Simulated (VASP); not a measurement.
Ga4BAs3, 8 atoms in the cell. The structure is tetragonal, space group I-42m (No. 121). The conventional cell has a = 5.566 Å, b = 5.566 Å, c = 10.902 Å, α = 90.00°, β = 90.00°, γ = 90.00°. Within 2.8 Å of Ga (site symmetry m) lie 1 B at 2.10 Å and 3 As at 2.50 to 2.52 Å. Within 2.8 Å of B (site symmetry -42m) lie 4 Ga at 2.10 Å. As (site symmetry -4) has 4 Ga at 2.50 Å within 3.3 Å. Within 3.3 Å of As (site symmetry -42m) lie 4 Ga at 2.52 Å. 

| Item | Value |
| --- | --- |
| Program | VASP 6.6.1 |
| Task | single point |
| Functional | PBE |
| Potentials or basis | VASP PAW PBE potentials, release 64 (Ga_d, B, As) |
| Cutoff | 520 eV |
| k mesh | 8 × 8 × 8 |
| Occupations | gaussian, width 0.1 eV |
| Spin | no spin polarisation |
| Dipole correction | no |
| Further INCAR settings | ALGO = Normal; EDIFF = 1e-07; NBANDS = 45 |

Potentials or basis: VASP PAW PBE potentials, release 64 (Ga_d, B, As).

Command:

```console
$ cat potpaw_PBE.64/Ga_d/POTCAR potpaw_PBE.64/B/POTCAR potpaw_PBE.64/As/POTCAR > POTCAR
$ mpirun -np 1 vasp_std > vasp.out
```

Hardware: 1 thread of Intel(R) Xeon(R) 6975P-C (Granite Rapids), with other jobs on the host.

**Question.** Estimate the wall time of this run.

**Answer.** Wall time 4.8 min on 1 thread of Intel(R) Xeon(R) 6975P-C (Granite Rapids) (shared host), peak memory 0.58 GiB. Counts: scf iterations 15, k points 59.
